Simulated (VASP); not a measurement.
Crystal: CdS.

```xyz
2
Lattice="0.0000 2.8072 2.8072 2.8072 0.0000 2.8072 2.8072 2.8072 0.0000" Properties=species:S:1:pos:R:3 pbc="T T T"
Cd    0.0000    0.0000    0.0000
S     2.8072    2.8072    2.8072
```

This cell differs from its parent crystal: volume scaled by 1.06.

Base run:

```yaml
Program: VASP 6.6.1
Functional: PBE
Potentials_or_basis: VASP PAW PBE potentials, release 64 (Cd, S)
Cutoff: 520 eV
k_mesh: 8 × 8 × 8
Occupations: fermi-dirac, width 0.05 eV
Spin: no spin polarisation
```

Its results: pressure -3.7 GPa.

Task: The run is repeated on the same cell with these changes: functional from PBE to PBEsol. What comes out?

Result: Pressure -7.2 GPa.

PBEsol binds more tightly than PBE, so the same cell stands under less pressure.

Caveats: the PAW data sets were made with another functional, which shifts forces and pressure a little (some runs).
